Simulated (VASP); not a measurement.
# Cu in VASP: notebook, part 2 of 2

VASP 6.6.1.

**3. Single point, PBEsol (engineering shear strain xy +0.0000, strain +e along x and -e along y -0.0500)**

INCAR reads:

```
PREC = Accurate
ENCUT = 520
EDIFF = 1E-7
ISMEAR = 0
SIGMA = 0.15
LREAL = False
LASPH = True
NELM = 80
ALGO = Fast
ISIF = 2
LWAVE = False
LCHARG = True
GGA = PS
LELF = True
LVHAR = True
NBANDS = 12
```

KPOINTS reads:

```
regular mesh
0
Gamma
  22 22 22
```

POSCAR reads:

```
Cu
1.0
    0.0000000000      1.8707243280      1.7816422171
    1.6925601062      0.0000000000      1.7816422171
    1.6925601062      1.8707243280      0.0000000000
Cu
1
Direct
    0.0000000000      0.0000000000      0.0000000000
```

Potentials or basis: VASP PAW PBE potentials, release 64 (Cu).

Run with:

```sh
> cat potpaw_PBE.64/Cu/POTCAR > POTCAR
> mpirun -np 1 vasp_std > vasp.out
```

OUTCAR:

```text
PREC = Accurate
   ENCUT = 520
   EDIFF = 1E-7
   ISMEAR = 0
   LREAL = False
   LASPH = True
   NELM = 80
   ISIF = 2
   GGA = PS

 ion  position               nearest neighbor table
   1  0.000  0.000  0.000-

  LATTYP: Found a face centered orthorhombic cell.
 ALAT       =     3.3851202124
 B/A-ratio  =     1.0526315790
 C/A-ratio  =     1.1052631580

  Lattice vectors:

 A1 = (   0.0000000000,   1.8707243280,  -1.7816422171)
 A2 = (   1.6925601062,   1.8707243280,   0.0000000000)
 A3 = (   1.6925601062,   0.0000000000,  -1.7816422171)

Analysis of symmetry for initial positions (statically):
=====================================================================
 Subroutine PRICEL returns:
 Original cell was already a primitive cell.

 Routine SETGRP: Setting up the symmetry group for a
 face centered orthorhombic supercell.

 Subroutine GETGRP returns: Found  8 space group operations
 (whereof  8 operations were pure point group operations)
 out of a pool of  8 trial point group operations.

The static configuration has the point symmetry D_2h.

Analysis of symmetry for dynamics (positions and initial velocities):
=====================================================================
 Subroutine PRICEL returns:
[... 162 lines left out ...]

 k-point     1 :       0.0000    0.0000    0.0000
  band No.  band energies     occupation
      1      -1.7635      2.00000
      2       4.5556      2.00000
      3       4.8411      2.00000
      4       5.0702      2.00000
      5       5.4521      2.00000
      6       5.9011      2.00000
      7      31.0761      0.00000
      8      33.7092      0.00000
      9      33.9341      0.00000
     10      34.2696      0.00000
     11      36.3685      0.00000
     12      36.5410      0.00000
[... 331 lines left out ...]
 k-point    24 :      -0.4545    0.0455   -0.0000
  band No.  band energies     occupation
      1       2.6515      2.00000
      2       4.5532      2.00000
      3       5.0048      2.00000
      4       5.9278      2.00000
      5       6.2813      2.00000
      6       7.1028      2.00000
      7      12.2655      0.00000
      8      27.8827      0.00000
      9      28.9469      0.00000
     10      32.2469      0.00000
     11      33.4325      0.00000
     12      35.7212      0.00000

 [... further k-points ...]
[... 5 lines left out ...]
  --------------------------------------------------------------------------------------
  -------------------------------------------------------------------------------------
  Total        0.3050248     -0.1690553      0.1885987      0.0000000      0.0000000      0.0000000
  in kB       43.3152964    -24.0068376     26.7821111      0.0000000      0.0000000      0.0000000
  external PRESSURE =      15.3635233 kB  Pullay stress =       0.0000000 kB

 VOLUME and BASIS-vectors are now :
 -----------------------------------------------------------------------------
  energy-cutoff  :      520.00
  volume of cell :       11.28
      direct lattice vectors                 reciprocal lattice vectors
     0.000000000  1.870724328  1.781642217    -0.295410484  0.267276152  0.280639960
     1.692560106  0.000000000  1.781642217     0.295410484 -0.267276152  0.280639960
     1.692560106  1.870724328  0.000000000     0.295410484  0.267276152 -0.280639960

 POSITION                                       TOTAL-FORCE (eV/Angst)
 -----------------------------------------------------------------------------------
      0.00000      0.00000      0.00000         0.000000      0.000000      0.000000
 -----------------------------------------------------------------------------------
    total drift:                                0.000000     -0.000000      0.000000

  FREE ENERGIE OF THE ION-ELECTRON SYSTEM (eV)
  ---------------------------------------------------
  free  energy   TOTEN  =        -4.2991683325 eV

  energy  without entropy=       -4.2961111310  energy(sigma->0) =       -4.29763973
```

Wall time 2.4 min (1 thread of AMD EPYC 9R45 (Zen 5), shared host); peak memory 0.27 GiB.

What came out:

```yaml
Free_energy: -4.2992 eV
Pressure: 1.5 GPa
Band_gap_on_the_k_mesh: zero (an odd number of electrons rules out a gap without spin polarisation)
```

Levels at points of the mesh, in eV from the Fermi level:
```csv
k point,band 3,band 4,band 5,band 6,band 7,band 8
"(0.00, 0.00, 0.00)",-3.15,-2.92,-2.54,-2.09,23.08,25.72
"(0.50, 0.00, 0.00)",-2.99,-1.77,-1.60,-1.16,4.00,20.00
"(0.50, 0.50, 0.00)",-1.74,-1.71,-1.37,1.39,7.39,13.45
"(0.50, 0.00, 0.50)",-1.69,-1.63,-1.49,0.38,6.12,14.64
"(0.00, 0.50, 0.50)",-1.71,-1.62,-1.42,2.61,8.81,12.15
```

Caveat: the cell differs from its parent crystal (engineering shear strain xy +0.0000, strain +e along x and -e along y -0.0500); the stress differs along the axes, from -2 to 4 GPa; the PAW data sets were made with another functional, which shifts forces and pressure a little.

**4. Single point, PBEsol (engineering shear strain xy -0.0467, strain +e along x and -e along y -0.1000)**

INCAR reads:

```
SYSTEM = Cu
PREC = Accurate
ENCUT = 520
EDIFF = 1E-6
ISMEAR = 0
SIGMA = 0.15
LREAL = .FALSE.
LASPH = .TRUE.
NELM = 100
ALGO = Fast
ISIF = 2
LWAVE = .FALSE.
LCHARG = .FALSE.
GGA = PS
NBANDS = 12
```

KPOINTS reads:

```
Automatic mesh
0
G
  22 22 22
  0 0 0
```

POSCAR reads:

```
Cu
1.0
   -0.0416013458      1.9598064388      1.7816422171
    1.6034779954     -0.0416013458      1.7816422171
    1.5618766496      1.9182050930      0.0000000000
Cu
1
Direct
    0.0000000000      0.0000000000      0.0000000000
```

Run with:

```sh
> cat potpaw_PBE.64/Cu/POTCAR > POTCAR
> mpirun -np 1 vasp_std > vasp.out
```

Run time: 4.3 min. Hardware: 1 thread of AMD EPYC 7R13 (Zen 3), shared host; peak memory 0.42 GiB.

The run converged. Its results:

```yaml
Free_energy: -4.2582 eV
Pressure: 4.2 GPa
Band_gap_on_the_k_mesh: zero (an odd number of electrons rules out a gap without spin polarisation)
```

Stress tensor (GPa, compression positive):
```
 7.93  4.26  0.00
 4.26 -4.05  0.00
 0.00  0.00  8.85
```

Levels at points of the mesh, in eV from the Fermi level:
| k point | band 1 | band 2 | band 3 | band 4 | band 5 | band 6 | band 7 | band 8 | band 9 | band 10 |
| --- | --- | --- | --- | --- | --- | --- | --- | --- | --- | --- |
| (0.00, 0.00, 0.00) | -9.81 | -3.70 | -3.15 | -2.77 | -2.65 | -1.95 | 23.32 | 25.04 | 26.51 | 27.51 |
| (0.50, 0.00, 0.00) | -5.43 | -3.71 | -2.72 | -1.86 | -1.58 | -1.32 | 3.84 | 19.11 | 22.08 | 23.78 |
| (0.50, 0.50, 0.00) | -5.23 | -4.53 | -1.92 | -1.86 | -1.24 | 1.34 | 7.38 | 12.88 | 15.22 | 18.28 |
| (0.00, 0.00, 0.50) | -5.35 | -3.70 | -2.78 | -1.88 | -1.47 | -0.86 | 4.51 | 17.45 | 22.51 | 22.57 |
| (0.50, 0.00, 0.50) | -5.38 | -4.66 | -1.71 | -1.70 | -1.49 | -0.49 | 5.01 | 16.12 | 16.18 | 20.38 |
| (0.00, 0.50, 0.50) | -5.12 | -4.78 | -1.84 | -1.61 | -1.31 | 4.04 | 10.41 | 11.03 | 11.34 | 16.24 |

Caveat: the cell differs from its parent crystal (engineering shear strain xy -0.0467, strain +e along x and -e along y -0.1000); the stress differs along the axes, from -4 to 9 GPa; the PAW data sets were made with another functional, which shifts forces and pressure a little.

**5. Summary**

```csv
cell,further INCAR settings,gap on the mesh (eV),pressure (GPa)
"a = 2.649, b = 2.397, c = 2.532 Å, angles 64.9, 55.1, 60.0°, 1 atom",ALGO = Fast; EDIFF = 1e-06; NBANDS = 12,none,3.9
"a = 2.583, b = 2.457, c = 2.523 Å, angles 62.5, 57.5, 60.0°, 1 atom",ALGO = Fast; EDIFF = 1e-07; NBANDS = 12,none,1.5
"a = 2.649, b = 2.397, c = 2.474 Å, angles 65.9, 55.7, 61.5°, 1 atom",ALGO = Fast; EDIFF = 1e-06; NBANDS = 12,none,4.2
```

Alike in all rows: task single point; level PBEsol; potentials or basis VASP PAW PBE potentials, release 64 (Cu); no spin polarisation; k mesh 22 × 22 × 22; cutoff (eV) 520; smearing gaussian 0.15 eV.

Caveats: the PAW data sets were made with another functional, which shifts forces and pressure a little; the stress differs along the axes, from -5 to 9 GPa (at least some runs); the stress differs along the axes, from -2 to 4 GPa (at least some runs); the stress differs along the axes, from -4 to 9 GPa (at least some runs).

Absolute energies hang on the potentials; compare differences alone.
